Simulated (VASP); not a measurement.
# TiOsC4N4 (P-43m) in VASP: notebook

Runs on TiOsC4N4. Level: PBE. Tasks: single point, relaxation of cell and atoms.

All numbers are computed with VASP 6.6.1; they aren't measurements. Logs are shortened: lines on timing, memory, paths and dates and some standing lists are left out, and cuts for length are marked.

## 1. The cell of the first run

It takes space group P-43m (No. 215, cubic). Conventional cell: a = 5.884 Å, b = 5.884 Å, c = 5.884 Å, α = 90.00°, β = 90.00°, γ = 90.00°. Within 2.7 Å of Ti (site symmetry -43m) lie 4 N at 2.03 Å. Within 2.5 Å of Os (site symmetry -43m) lie 4 C at 1.90 Å. C (site symmetry 3m) has 1 N at 1.17 Å within 1.6 Å. Within 1.6 Å of N (site symmetry 3m) lie 1 C at 1.17 Å.

## 2. Single point, PBE, collinear spin

INCAR

```
SYSTEM = TiOsC4N4
ALGO = Normal
EDIFF = 1E-7
ENCUT = 520
GGA = PE
ISIF = 2
ISMEAR = 0
ISPIN = 2
LASPH = .TRUE.
LCHARG = .FALSE.
LMAXMIX = 4
LORBIT = 11
LREAL = .FALSE.
LWAVE = .FALSE.
MAGMOM = 1 1 0 0 0 0 0 0 0 0
NBANDS = 43
NELM = 150
PREC = Accurate
SIGMA = 0.1
```

KPOINTS

```
k-points
0
G
  4 4 4
  0 0 0
```

POSCAR

```
TiOsC4N4
1.0
    5.8843539400      0.0000000000      0.0000000000
    0.0000000000      5.8843539400      0.0000000000
    0.0000000000      0.0000000000      5.8843539400
Ti Os C N
1 1 4 4
Direct
    0.5000000000      0.5000000000      0.5000000000
    0.0000000000      0.0000000000      0.0000000000
    0.1860282600      0.1860282600      0.1860282600
    0.1860282600      0.8139717400      0.8139717400
    0.8139717400      0.1860282600      0.8139717400
    0.8139717400      0.8139717400      0.1860282600
    0.3008241800      0.3008241800      0.3008241800
    0.3008241800      0.6991758200      0.6991758200
    0.6991758200      0.3008241800      0.6991758200
    0.6991758200      0.6991758200      0.3008241800
```

Potentials or basis: VASP PAW PBE potentials, release 64 (Ti_sv, Os, C, N).

On the command line:

```console
cat potpaw_PBE.64/Ti_sv/POTCAR potpaw_PBE.64/Os/POTCAR potpaw_PBE.64/C/POTCAR potpaw_PBE.64/N/POTCAR > POTCAR
mpirun -np 1 vasp_std > vasp.out
```

OUTCAR:

```text
SYSTEM = TiOsC4N4
   EDIFF = 1E-7
   ENCUT = 520
   GGA = PE
   ISIF = 2
   ISMEAR = 0
   ISPIN = 2
   LASPH = .TRUE.
   LORBIT = 11
   LREAL = .FALSE.
   NELM = 150
   PREC = Accurate

 ion  position               nearest neighbor table
   1  0.500  0.500  0.500-   7 2.03   8 2.03   9 2.03  10 2.03
   2  0.000  0.000  0.000-   3 1.90   4 1.90   5 1.90   6 1.90
   3  0.186  0.186  0.186-   7 1.17   2 1.90
   4  0.186  0.814  0.814-   8 1.17   2 1.90
   5  0.814  0.186  0.814-   9 1.17   2 1.90
   6  0.814  0.814  0.186-  10 1.17   2 1.90
   7  0.301  0.301  0.301-   3 1.17   1 2.03
   8  0.301  0.699  0.699-   4 1.17   1 2.03
   9  0.699  0.301  0.699-   5 1.17   1 2.03
  10  0.699  0.699  0.301-   6 1.17   1 2.03

  LATTYP: Found a simple cubic cell.
 ALAT       =     5.8843539400

  Lattice vectors:

 A1 = (   5.8843539400,   0.0000000000,   0.0000000000)
 A2 = (   0.0000000000,   5.8843539400,   0.0000000000)
 A3 = (   0.0000000000,   0.0000000000,   5.8843539400)

Analysis of symmetry for initial positions (statically):
=====================================================================
 Subroutine PRICEL returns:
 Original cell was already a primitive cell.

 Routine SETGRP: Setting up the symmetry group for a
 simple cubic supercell.

 Subroutine GETGRP returns: Found 24 space group operations
 (whereof 24 operations were pure point group operations)
 out of a pool of 48 trial point group operations.

The static configuration has the point symmetry T_d .

Analysis of symmetry for dynamics (positions and initial velocities):
=====================================================================
 Subroutine PRICEL returns:
 Original cell was already a primitive cell.

 Routine SETGRP: Setting up the symmetry group for a
 simple cubic supercell.

 Subroutine GETGRP returns: Found 24 space group operations
 (whereof 24 operations were pure point group operations)
 out of a pool of 48 trial point group operations.

The dynamic configuration has the point symmetry T_d .

Analysis of structural, dynamic, and magnetic symmetry:
=====================================================================
 Subroutine PRICEL returns:
 Original cell was already a primitive cell.

 Routine SETGRP: Setting up the symmetry group for a
 simple cubic supercell.

 Subroutine GETGRP returns: Found 24 space group operations
 (whereof 24 operations were pure point group operations)
[... 151 lines left out ...]

 E-fermi :   0.0912     XC(G=0):  -7.4458

 val. band max:        0.0786062617   @ k =   0.5000   0.0000   0.0000
 cond. band min:       0.1253634308   @ k =   0.2500   0.2500   0.0000
 fundamental gap:      0.0467571691
 Fermi energy:         0.0911882337

 spin component 1

 k-point     1 :       0.0000    0.0000    0.0000
  band No.  band energies     occupation
      1     -57.8688      1.00000
      2     -34.1000      1.00000
      3     -34.1000      1.00000
      4     -34.1000      1.00000
      5     -18.3202      1.00000
      6     -18.1990      1.00000
[... 419 lines left out ...]
     39       5.9956      0.00000
     40       5.9956      0.00000
 Fermi energy:         0.0911882337

 spin component 2

 k-point     1 :       0.0000    0.0000    0.0000
  band No.  band energies     occupation
      1     -57.8685      1.00000
      2     -34.0998      1.00000
      3     -34.0998      1.00000
      4     -34.0998      1.00000
      5     -18.3202      1.00000
      6     -18.1989      1.00000
[... 419 lines left out ...]
     39       5.9957      0.00000
     40       5.9957      0.00000
 [bands above 40 left out]

------------------------ aborting loop because EDIFF is reached ----------------------------------------

  FORCE on cell =-STRESS in cart. coord.  units (eV):
  Direction    XX          YY          ZZ          XY          YZ          ZX
  --------------------------------------------------------------------------------------
  -------------------------------------------------------------------------------------
  Total        3.3418530      3.3418530      3.3418530      0.0000000      0.0000000      0.0000000
  in kB       26.2785599     26.2785599     26.2785599      0.0000000      0.0000000      0.0000000
  external PRESSURE =      26.2785599 kB  Pullay stress =       0.0000000 kB

 VOLUME and BASIS-vectors are now :
 -----------------------------------------------------------------------------
  energy-cutoff  :      520.00
  volume of cell :      203.75
      direct lattice vectors                 reciprocal lattice vectors
     5.884353940  0.000000000  0.000000000     0.169942191  0.000000000  0.000000000
     0.000000000  5.884353940  0.000000000     0.000000000  0.169942191  0.000000000
     0.000000000  0.000000000  5.884353940     0.000000000  0.000000000  0.169942191

 POSITION                                       TOTAL-FORCE (eV/Angst)
 -----------------------------------------------------------------------------------
      2.94218      2.94218      2.94218        -0.000000     -0.000000     -0.000000
      0.00000      0.00000      0.00000        -0.000000     -0.000000     -0.000000
      1.09466      1.09466      1.09466        -1.521263     -1.521263     -1.521263
      1.09466      4.78970      4.78970        -1.521263      1.521263      1.521263
      4.78970      1.09466      4.78970         1.521263     -1.521263      1.521263
      4.78970      4.78970      1.09466         1.521263      1.521263     -1.521263
      1.77016      1.77016      1.77016         2.766454      2.766454      2.766454
      1.77016      4.11420      4.11420         2.766454     -2.766454     -2.766454
      4.11420      1.77016      4.11420        -2.766454      2.766454     -2.766454
      4.11420      4.11420      1.77016        -2.766454     -2.766454      2.766454
 -----------------------------------------------------------------------------------
    total drift:                                0.000000      0.000000      0.000000

  FREE ENERGIE OF THE ION-ELECTRON SYSTEM (eV)
  ---------------------------------------------------
  free  energy   TOTEN  =       -86.7964282260 eV

  energy  without entropy=      -86.7520040939  energy(sigma->0) =      -86.77421616

 total charge

# of ion       s       p       d       tot
------------------------------------------
    1        2.179   6.157   1.774  10.110
    2        0.752   0.970   6.261   7.982
    3        0.949   1.675   0.000   2.624
    4        0.949   1.675   0.000   2.624
    5        0.949   1.675   0.000   2.624
    6        0.949   1.675   0.000   2.624
    7        1.295   2.629   0.000   3.923
    8        1.295   2.629   0.000   3.923
    9        1.295   2.629   0.000   3.923
   10        1.295   2.629   0.000   3.923
--------------------------------------------------
tot         11.906  24.340   8.035  44.281

 magnetization (x)

# of ion       s       p       d       tot
------------------------------------------
    1        0.000   0.000   0.000   0.000
    2        0.000   0.000   0.000   0.000
    3        0.000   0.000   0.000   0.000
    4        0.000   0.000   0.000   0.000
    5        0.000   0.000   0.000   0.000
    6        0.000   0.000   0.000   0.000
    7        0.000   0.000   0.000   0.000
    8        0.000   0.000   0.000   0.000
    9        0.000   0.000   0.000   0.000
   10        0.000   0.000   0.000   0.000
--------------------------------------------------
tot          0.000   0.000   0.000   0.001
```

OSZICAR:

```text
N       E                     dE             d eps       ncg     rms          rms(c)
DAV:   1     0.478149382093E+03    0.47815E+03   -0.25801E+04  1744   0.118E+03
DAV:   2    -0.365608949359E+02   -0.51471E+03   -0.48837E+03  2072   0.343E+02
DAV:   3    -0.998799576621E+02   -0.63319E+02   -0.62319E+02  2569   0.118E+02
[... 20 lines left out ...]
DAV:  24    -0.867964250066E+02   -0.12540E-04   -0.83263E-05  2017   0.385E-02    0.201E-02
DAV:  25    -0.867964278334E+02   -0.28268E-05   -0.10143E-05  1978   0.187E-02    0.270E-03
DAV:  26    -0.867964280662E+02   -0.23279E-06   -0.47416E-07  2065   0.384E-03    0.493E-03
DAV:  27    -0.867964281881E+02   -0.12196E-06   -0.92008E-07  1869   0.410E-03    0.226E-03
DAV:  28    -0.867964282260E+02   -0.37864E-07   -0.17632E-07  1452   0.208E-03
   1 F= -.86796428E+02 E0= -.86774216E+02  d E =-.444241E-01  mag=     0.0004
```

Run time: 3 min. Hardware: 1 thread of AMD EPYC 9R45 (Zen 5), shared host; peak memory 0.46 GiB.

Results:

| Item | Value |
| --- | --- |
| Free energy | -86.7964 eV |
| Pressure | 2.6 GPa |
| Largest force | 4.792 eV/Å |
| Band gap on the k mesh | zero (filled and empty bands overlap) |
| Net moment | 0.00 μB per cell |
| Valence electrons inside the program's atomic spheres | Ti 10.11; Os 7.98; C 2.62; N 3.92 |

Forces in eV/Å, atoms in the order of the input:
```
Ti   0.000  0.000  0.000
Os   0.000  0.000  0.000
C   -1.521 -1.521 -1.521
C   -1.521  1.521  1.521
C    1.521 -1.521  1.521
C    1.521  1.521 -1.521
N    2.766  2.766  2.766
N    2.766 -2.766 -2.766
N   -2.766  2.766 -2.766
N   -2.766 -2.766  2.766
```

Levels at points of the mesh, in eV from the Fermi level:
Spin up:
| k point | band 26 | band 27 | band 28 | band 29 | band 30 | band 31 |
| --- | --- | --- | --- | --- | --- | --- |
| (0.00, 0.00, 0.00) | -2.09 | -0.21 | -0.21 | -0.21 | 1.09 | 1.09 |
| (0.50, 0.00, 0.00) | -1.54 | -0.56 | -0.01 | -0.01 | 0.58 | 1.51 |
| (0.50, 0.50, 0.00) | -1.55 | -0.47 | 0.22 | 0.22 | 0.55 | 1.59 |
| (0.50, 0.50, 0.50) | -2.07 | 0.14 | 0.14 | 0.14 | 1.11 | 1.11 |
Spin down:
```tsv
k point	band 25	band 26	band 27	band 28	band 29	band 30	band 31	band 32
(0.00, 0.00, 0.00)	-2.09	-2.09	-0.21	-0.21	-0.21	1.09	1.09	1.95
(0.50, 0.00, 0.00)	-1.91	-1.54	-0.56	-0.01	-0.01	0.58	1.51	1.86
(0.50, 0.50, 0.00)	-1.85	-1.55	-0.47	0.22	0.22	0.55	1.59	1.71
(0.50, 0.50, 0.50)	-2.07	-2.07	0.14	0.14	0.14	1.11	1.11	1.86
```

Caveat: spin-orbit coupling is left out, which moves the levels of the heavy elements; forces of over 1 eV/Å act on the atoms, so gaps and moduli don't describe the material at rest.

## 3. Relaxation of cell and atoms, PBE

This run uses another cell than the first one, of 19.68 Å³/atom.

INCAR

```
  PREC = Accurate
  ENCUT = 600
  EDIFF = 1E-7
  ISMEAR = 0
  SIGMA = 0.1
  LREAL = False
  LASPH = True
  NELM = 100
  ALGO = Normal
  ISIF = 3
  LWAVE = False
  LCHARG = False
  GGA = PE
  IBRION = 2
  NSW = 100
  EDIFFG = -0.01
```

KPOINTS

```
Automatic mesh
0
Gamma
  8 8 8
```

POSCAR

```
TiOsC4N4
1.0
    5.8169097656      0.0000000000      0.0000000000
    0.0000000000      5.8169097656      0.0000000000
    0.0000000000      0.0000000000      5.8169097656
Ti Os C N
1 1 4 4
Direct
    0.5000000000      0.5000000000      0.5000000000
    0.0000000000      0.0000000000      0.0000000000
    0.1894679028      0.1894679028      0.1894679028
    0.1894679028      0.8105320972      0.8105320972
    0.8105320972      0.1894679028      0.8105320972
    0.8105320972      0.8105320972      0.1894679028
    0.3091043692      0.3091043692      0.3091043692
    0.3091043692      0.6908956308      0.6908956308
    0.6908956308      0.3091043692      0.6908956308
    0.6908956308      0.6908956308      0.3091043692
```

Potentials or basis: VASP PAW PBE potentials, release 64 (Ti_sv, Os, C, N).

On the command line:

```console
cat potpaw_PBE.64/Ti_sv/POTCAR potpaw_PBE.64/Os/POTCAR potpaw_PBE.64/C/POTCAR potpaw_PBE.64/N/POTCAR > POTCAR
mpirun -np 1 vasp_std > vasp.out
```

It took 9.2 min on 1 thread of AMD EPYC 9R45 (Zen 5), shared host; peak memory 0.53 GiB.

Results (log left out):

* Free energy: -87.3891 eV
* Relaxed volume: 19.74 Å³/atom
* Relaxed cell: a = 5.823 Å, b = 5.823 Å, c = 5.823 Å, α = 90.00°, β = 90.00°, γ = 90.00°
* Space group after relaxing (to 0.1 Å): P-43m (No. 215)
* Energy gained by relaxing: 0.1 meV/atom
* Ionic steps: 5
* Pressure after relaxing: 0.0 GPa
* Largest force after relaxing: 0.009 eV/Å
* Band gap on the k mesh: zero (bands 28 and 29 overlap by 0.44 eV)

Forces on the atoms (eV/Å):
```
Ti   0.000  0.000  0.000
Os   0.000  0.000  0.000
C    0.005  0.005  0.005
C    0.005 -0.005 -0.005
C   -0.005  0.005 -0.005
C   -0.005 -0.005  0.005
N    0.005  0.005  0.005
N    0.005 -0.005 -0.005
N   -0.005  0.005 -0.005
N   -0.005 -0.005  0.005
```

The path:
```
step  energy change (eV)  largest force (eV/Å)  pressure (GPa)  volume (Å³)
   1              0.0000                0.1840            0.39       196.82
   2              0.0255                1.0542           -1.35       198.20
   3             -0.0007                0.1064            0.13       197.02
   4             -0.0010                0.0616           -0.16       197.69
   5             -0.0014                0.0088           -0.04       197.41
```

Final structure:
```cif
data_structure
_symmetry_space_group_name_H-M 'P 1'
_symmetry_Int_Tables_number 1
_cell_length_a 5.8227
_cell_length_b 5.8227
_cell_length_c 5.8227
_cell_angle_alpha 90.000
_cell_angle_beta 90.000
_cell_angle_gamma 90.000
_cell_volume 197.41
loop_
_atom_site_label
_atom_site_type_symbol
_atom_site_fract_x
_atom_site_fract_y
_atom_site_fract_z
_atom_site_occupancy
Ti1 Ti 0.50000 0.50000 0.50000 1
Os1 Os 0.00000 0.00000 0.00000 1
C1 C 0.18964 0.18964 0.18964 1
C2 C 0.18964 0.81036 0.81036 1
C3 C 0.81036 0.18964 0.81036 1
C4 C 0.81036 0.81036 0.18964 1
N1 N 0.30933 0.30933 0.30933 1
N2 N 0.30933 0.69067 0.69067 1
N3 N 0.69067 0.30933 0.69067 1
N4 N 0.69067 0.69067 0.30933 1
```

Levels at points of the mesh, in eV from the Fermi level:
```csv
k point,band 24,band 25,band 26,band 27,band 28,band 29,band 30,band 31,band 32,band 33
"(0.00, 0.00, 0.00)",-3.93,-2.15,-2.15,-0.26,-0.26,-0.26,1.49,1.49,2.42,2.42
"(0.50, 0.00, 0.00)",-4.09,-1.92,-1.45,-0.66,-0.04,-0.04,0.80,1.92,2.25,2.25
"(0.50, 0.50, 0.00)",-4.08,-1.86,-1.47,-0.53,0.18,0.18,0.77,1.98,2.08,2.08
"(0.50, 0.50, 0.50)",-3.79,-2.14,-2.14,0.09,0.09,0.09,1.54,1.54,2.35,2.35
```

Caveat: spin-orbit coupling is left out, which moves the levels of the heavy elements.

The gap in the log of VASP goes by the Fermi energy; the results here count the filled bands.